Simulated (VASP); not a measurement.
# TiO2 (rutile type) (P4_2/mnm) in VASP: a series of runs, part 2 of 2

VASP 6.6.1.

### Step 3. Relaxation of cell and atoms, PBE

This run uses another cell than the first one, of 10.00 Å³/atom.

INCAR

```
SYSTEM = TiO2
ALGO     = Normal         ! electronic algorithm
EDIFF    = 1E-7           ! SCF threshold, eV
EDIFFG   = -0.005         ! ionic threshold
ENCUT    = 600            ! plane-wave cutoff, eV
GGA      = PE             ! functional
IBRION   = 2              ! ionic algorithm
ISIF     = 3              ! what is computed and relaxed
ISMEAR   = -1             ! smearing method
LASPH    = .TRUE.         ! aspherical terms in the spheres
LCHARG   = .FALSE.        ! write CHGCAR
LREAL    = .FALSE.        ! projectors in reciprocal space
LWAVE    = .FALSE.        ! write WAVECAR
NELM     = 80             ! most SCF steps
NSW      = 60             ! ionic steps
PREC     = Accurate       ! precision mode
SIGMA    = 0.08           ! smearing width, eV
```

KPOINTS

```
k-points
0
G
  7 7 11
  0 0 0
```

POSCAR

```
TiO2
1.0
    4.4964431302      0.0000000000      0.0000000000
    0.0000000000      4.4964431302      0.0000000000
    0.0000000000      0.0000000000      2.9676524660
Ti O
2 4
Direct
    0.0000000000      0.0000000000      0.0000000000
    0.5000000000      0.5000000000      0.5000000000
    0.3050000000      0.3050000000      0.0000000000
    0.6950000000      0.6950000000      0.0000000000
    0.8050000000      0.1950000000      0.5000000000
    0.1950000000      0.8050000000      0.5000000000
```

Potentials or basis: VASP PAW PBE potentials, release 64 (Ti_sv, O).

Command:

```bash
$ cat potpaw_PBE.64/Ti_sv/POTCAR potpaw_PBE.64/O/POTCAR > POTCAR
$ mpirun -np 1 vasp_std > vasp.out
```

OUTCAR:

```text
SYSTEM = TiO2
   EDIFF = 1E-7
   EDIFFG = -0.005
   ENCUT = 600
   GGA = PE
   IBRION = 2
   ISIF = 3
   ISMEAR = -1
   LASPH = .TRUE.
   LREAL = .FALSE.
   NELM = 80
   NSW = 60
   PREC = Accurate

 ion  position               nearest neighbor table
   1  0.000  0.000  0.000-   5 1.93   6 1.93   5 1.93   6 1.93   3 1.94   4 1.94
   2  0.500  0.500  0.500-   3 1.93   4 1.93   3 1.93   4 1.93   5 1.94   6 1.94
   3  0.305  0.305  0.000-   2 1.93   2 1.93   1 1.94
   4  0.695  0.695  0.000-   2 1.93   2 1.93   1 1.94
   5  0.805  0.195  0.500-   1 1.93   1 1.93   2 1.94
   6  0.195  0.805  0.500-   1 1.93   1 1.93   2 1.94

  LATTYP: Found a simple tetragonal cell.
 ALAT       =     4.4964431302
 C/A-ratio  =     0.6600000000

  Lattice vectors:

 A1 = (   4.4964431302,   0.0000000000,   0.0000000000)
 A2 = (   0.0000000000,   4.4964431302,   0.0000000000)
 A3 = (   0.0000000000,   0.0000000000,   2.9676524660)

Analysis of symmetry for initial positions (statically):
=====================================================================
 Subroutine PRICEL returns:
 Original cell was already a primitive cell.

 Routine SETGRP: Setting up the symmetry group for a
 simple tetragonal supercell.

 Subroutine GETGRP returns: Found 16 space group operations
 (whereof  8 operations were pure point group operations)
 out of a pool of 16 trial point group operations.

The static configuration has the point symmetry D_2h.
 The point group associated with its full space group is D_4h.

Analysis of symmetry for dynamics (positions and initial velocities):
=====================================================================
 Subroutine PRICEL returns:
 Original cell was already a primitive cell.

 Routine SETGRP: Setting up the symmetry group for a
 simple tetragonal supercell.
[... 154 lines left out ...]

 number of electron      47.9999980 magnetization

 Free energy of the ion-electron system (eV)
  ---------------------------------------------------
  ext. energy  EPLUGINS =         0.00000000
  ---------------------------------------------------
  free energy    TOTEN  =       -53.47363260 eV

  energy without entropy =      -53.47363195  energy(sigma->0) =      -53.47363228

------------------------ aborting loop because EDIFF is reached ----------------------------------------

  FORCE on cell =-STRESS in cart. coord.  units (eV):
  Direction    XX          YY          ZZ          XY          YZ          ZX
  --------------------------------------------------------------------------------------
  -------------------------------------------------------------------------------------
  Total        6.3354850      6.3354850      4.5045705      0.0000000      0.0000000      0.0000000
  in kB      169.1761751    169.1761751    120.2853460      0.0000000      0.0000000      0.0000000
  external PRESSURE =     152.8792320 kB  Pullay stress =       0.0000000 kB
[... 101 lines left out ...]
  FREE ENERGIE OF THE ION-ELECTRON SYSTEM (eV)
  ---------------------------------------------------
  free  energy   TOTEN  =       -53.6513785112 eV

  energy  without entropy=      -53.6513765506  energy(sigma->0) =      -53.65137753

[... ionic steps 4 to 7 ...]

--------------------------------------- Ionic step        8  -------------------------------------------

 number of electron      48.0000019 magnetization

------------------------ aborting loop because EDIFF is reached ----------------------------------------
[... 75 lines left out ...]
--------------------------------------- Ionic step       10  -------------------------------------------

 number of electron      48.0000020 magnetization

 Free energy of the ion-electron system (eV)
  ---------------------------------------------------
  ext. energy  EPLUGINS =         0.00000000
  ---------------------------------------------------
  free energy    TOTEN  =       -53.67488727 eV

  energy without entropy =      -53.67488574  energy(sigma->0) =      -53.67488650

 E-fermi :   5.4266     XC(G=0): -11.2742

 val. band max:        4.5596332385   @ k =   0.0000   0.0000   0.0000
 cond. band min:       6.3834418578   @ k =   0.0000   0.0000   0.0000
 fundamental gap:      1.8238086193
 Fermi energy:         5.4266080650

 k-point     1 :       0.0000    0.0000    0.0000
  band No.  band energies     occupation
      1     -52.4125      2.00000
      2     -52.3979      2.00000
      3     -28.6973      2.00000
      4     -28.6973      2.00000
      5     -28.5490      2.00000
      6     -28.5490      2.00000
[... 733 lines left out ...]
     27       7.5235      0.00000
     28       7.5863      0.00000

 [... further k-points ...]

------------------------ aborting loop because EDIFF is reached ----------------------------------------

  FORCE on cell =-STRESS in cart. coord.  units (eV):
  Direction    XX          YY          ZZ          XY          YZ          ZX
  --------------------------------------------------------------------------------------
  -------------------------------------------------------------------------------------
  Total       -0.0050093     -0.0050093      0.0095347      0.0000000      0.0000000      0.0000000
  in kB       -0.1253371     -0.1253371      0.2385674      0.0000000      0.0000000      0.0000000
  external PRESSURE =      -0.0040356 kB  Pullay stress =       0.0000000 kB
[... 21 lines left out ...]
  FREE ENERGIE OF THE ION-ELECTRON SYSTEM (eV)
  ---------------------------------------------------
  free  energy   TOTEN  =       -53.6748872694 eV

  energy  without entropy=      -53.6748857404  energy(sigma->0) =      -53.67488650

 reached required accuracy - stopping structural energy minimisation
```

Wall time 6.4 min (1 thread of Intel Xeon 6975P-C (Granite Rapids), shared host); peak memory 0.25 GiB.

Results:

```
Free energy                           : -53.6749 eV
Relaxed volume                        : 10.67 Å³/atom
Relaxed cell                          : a = 4.646 Å, b = 4.646 Å, c = 2.967 Å, α = 90.00°, β = 90.00°, γ = 90.00°
Space group after relaxing (to 0.1 Å) : P4_2/mnm (No. 136)
Energy gained by relaxing             : 33.5 meV/atom
Ionic steps                           : 10
Pressure after relaxing               : 0.0 GPa
Band gap on the k mesh                : 1.82 eV
```

Step by step:
| step | energy change (eV) | largest force (eV/Å) | pressure (GPa) | volume (Å³) |
| --- | --- | --- | --- | --- |
| 1 | 0.0000 | 0.2595 | 15.29 | 60.00 |
| 2 | 0.0567 | 0.4463 | -14.50 | 68.67 |
| 3 | -0.1777 | 0.1022 | -0.56 | 63.84 |
| 4 | -0.1778 | 0.0958 | -0.29 | 63.76 |
| 5 | -0.1991 | 0.0350 | 0.03 | 63.90 |
| 6 | -0.2012 | 0.0102 | 0.22 | 63.96 |
| 7 | -0.2012 | 0.0084 | 0.24 | 63.96 |
| 8 | -0.2012 | 0.0099 | -0.24 | 64.11 |
| 9 | -0.2012 | 0.0092 | -0.01 | 64.04 |
| 10 | -0.2013 | 0.0013 | 0.00 | 64.03 |

Final structure:
```yaml
crystal:
  lattice:
    - [4.64590, 0.00000, 0.00000]
    - [0.00000, 4.64590, 0.00000]
    - [0.00000, 0.00000, 2.96664]
  atoms:
    - { symbol: Ti, position: [0.00000, 0.00000, 0.00000] }
    - { symbol: Ti, position: [0.50000, 0.50000, 0.50000] }
    - { symbol: O, position: [0.30499, 0.30499, 0.00000] }
    - { symbol: O, position: [0.69501, 0.69501, 0.00000] }
    - { symbol: O, position: [0.80499, 0.19501, 0.50000] }
    - { symbol: O, position: [0.19501, 0.80499, 0.50000] }
```

Levels at points of the mesh, in eV from the valence-band top:
```tsv
k point	band 22	band 23	band 24	band 25	band 26	band 27
(0.00, 0.00, 0.00)	-0.43	-0.43	0.00	1.82	2.11	2.37
```

Caveat: an odd mesh through Γ misses points on the zone boundary, where band edges can lie.
